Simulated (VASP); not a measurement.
**CdS: single point with PBE**

Crystal: CdS.

```
Cd S
1.0
     3.84104    0.00000    0.00000
    -1.92052    3.32644    0.00000
     0.00000    0.00000    6.44527
Cd S
2 2
Cartesian
  0.0000 0.0000 0.0000
  0.0000 0.0000 3.2226
  0.0000 2.2176 1.6113
  1.9205 1.1088 4.8340
```

* Program: VASP 6.6.1
* Task: single point
* Functional: PBE
* Potentials or basis: VASP PAW PBE potentials, release 64 (Cd, S)
* Cutoff: 520 eV
* k mesh: 6 × 6 × 2
* Occupations: gaussian, width 0.01 eV
* Spin: no spin polarisation
* Dipole correction: no
* Further INCAR settings: ALGO = Normal; EDIFF = 1e-06; NBANDS = 26

The pressure is 2.2 GPa. The band gap on the k mesh is 0.63 eV, direct.

Stress tensor (GPa, compression positive):
```
2.22 0.00 0.00
0.00 2.22 0.00
0.00 0.00 2.05
```

Levels at points of the mesh, in eV from the valence-band top:
```tsv
k point	band 16	band 17	band 18	band 19	band 20	band 21
(0.00, 0.00, 0.00)	-0.76	0.00	0.00	0.63	3.45	6.75
(0.50, 0.00, 0.00)	-2.08	-1.50	-0.05	2.54	3.77	3.79
(0.00, 0.00, 0.50)	-0.36	-0.36	-0.36	3.06	3.06	6.79
(0.50, 0.00, 0.50)	-1.35	-1.18	-1.18	2.10	2.10	5.90
```

Wall time 20 s on 1 thread of Intel(R) Xeon(R) Platinum 8375C CPU @ 2.90GHz (Ice Lake), with other jobs on the host, peak memory 0.19 GiB.

Caveat: the k points lie up to 0.49 Å⁻¹ apart. Expect the measured gap to be larger: semilocal functionals such as PBE lack the derivative discontinuity.
